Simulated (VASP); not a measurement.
A run of VASP 6.6.1 is set up as follows.

Contents of INCAR:

```
PREC = Accurate ; ENCUT = 520
EDIFF = 1E-6 ; ISMEAR = -1
SIGMA = 0.05 ; LREAL = False
LASPH = True ; NELM = 80
ALGO = Normal ; ISIF = 2
LWAVE = False ; LCHARG = False
GGA = RE ; NBANDS = 46
```

Contents of KPOINTS:

```
Automatic mesh
0
Gamma
  6 6 5
```

Contents of POSCAR:

```
TiO2
1.0
    5.5822227355      0.0000000000      0.0000000000
   -2.7911113678      4.8343466985      0.0000000000
    0.0000000000      0.0000000000      6.0824678800
Ti O
3 6
Direct
    0.4669367500      0.0000000000      0.3333333333
    0.0000000000      0.4669367500      0.6666666667
    0.5330632500      0.5330632500      0.0000000000
    0.5810657200      0.8514331800      0.1206639333
    0.7296325400      0.1485668200      0.5460027333
    0.2703674600      0.4189342800      0.7873306000
    0.8514331800      0.5810657200      0.8793360667
    0.1485668200      0.7296325400      0.4539972667
    0.4189342800      0.2703674600      0.2126694000
```

Potentials or basis: VASP PAW PBE potentials, release 64 (Ti_sv, O).

Run with:

```bash
$ cat potpaw_PBE.64/Ti_sv/POTCAR potpaw_PBE.64/O/POTCAR > POTCAR
$ mpirun -np 1 vasp_std > vasp.out
```

Problem. Estimate the pressure.

Solution. 3.7 GPa.

Problem. What does it give for the band gap on the k mesh?

Solution. 3.63 eV (least direct gap 3.64 eV).

Problem. Estimate the largest force.

Solution. 0.184 eV/Å.

Forces on the atoms (eV/Å):
```
Ti  -0.003  0.000  0.000
Ti   0.002 -0.003  0.000
Ti   0.002  0.003  0.000
O    0.083  0.140 -0.084
O    0.083 -0.140  0.084
O    0.080 -0.142 -0.084
O    0.080  0.142  0.084
O   -0.163  0.001 -0.084
O   -0.163 -0.001  0.084
```

Caveat: the cell stands under pressure; the PAW data sets were made with another functional, which shifts forces and pressure a little. A k mesh can miss the band edges.
